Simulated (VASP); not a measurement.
A run of VASP 6.6.1:

The input POSCAR:

```
GaN
1.0
    0.0000000000      2.2489525444      2.3494807231
    2.2489525444      0.0000000000      2.3494807231
    2.2489525444      2.2489525444      0.0000000000
Ga N
1 1
Direct
    0.0000000000      0.0000000000      0.0000000000
    0.2500000000      0.2500000000      0.2500000000
```

The input INCAR.step1:

```
SYSTEM = GaN
PREC = Accurate ; ENCUT = 1460
ISMEAR = 0 ; SIGMA = 0.01
LREAL = .FALSE. ; LASPH = .TRUE.
NELM = 120 ; NBANDS = 16
GGA = PE ; ALGO = Normal
EDIFF = 1E-5 ; LWAVE = .TRUE.
LCHARG = .FALSE. ; GGA_COMPAT = .FALSE.
```

Contents of INCAR.step2:

```
SYSTEM = GaN
PREC = Accurate ; ENCUT = 1460
EDIFF = 1E-6 ; ISMEAR = 0
SIGMA = 0.01 ; LREAL = .FALSE.
LASPH = .TRUE. ; NELM = 120
ALGO = Normal ; ISIF = 2
LWAVE = .FALSE. ; LCHARG = .TRUE.
METAGGA = R2SCAN ; LMIXTAU = .TRUE.
LELF = .TRUE. ; LVHAR = .TRUE.
NBANDS = 16 ; ISTART = 1
GGA_COMPAT = .FALSE.
```

File KPOINTS:

```
Automatic mesh
0
G
  10 10 10
  0 0 0
```

Potentials or basis: VASP PAW PBE potentials, release 64 (Ga_d, N_h).

The run is started by

```console
$ cat potpaw_PBE.64/Ga_d/POTCAR potpaw_PBE.64/N_h/POTCAR > POTCAR
$ cp INCAR.step1 INCAR
$ mpirun -np 1 vasp_std > vasp.out
$ cp INCAR.step2 INCAR
$ mpirun -np 1 vasp_std > vasp.out
```

Hardware: 1 thread of Intel(R) Xeon(R) Platinum 8259CL CPU @ 2.50GHz (Skylake/Cascade Lake) (shared host).

Q: Estimate the wall time of this run.

A: Wall time 9.8 min on 1 thread of Intel(R) Xeon(R) Platinum 8259CL CPU @ 2.50GHz (Skylake/Cascade Lake), with other jobs on the host, peak memory 0.41 GiB. Counts: k points 102.
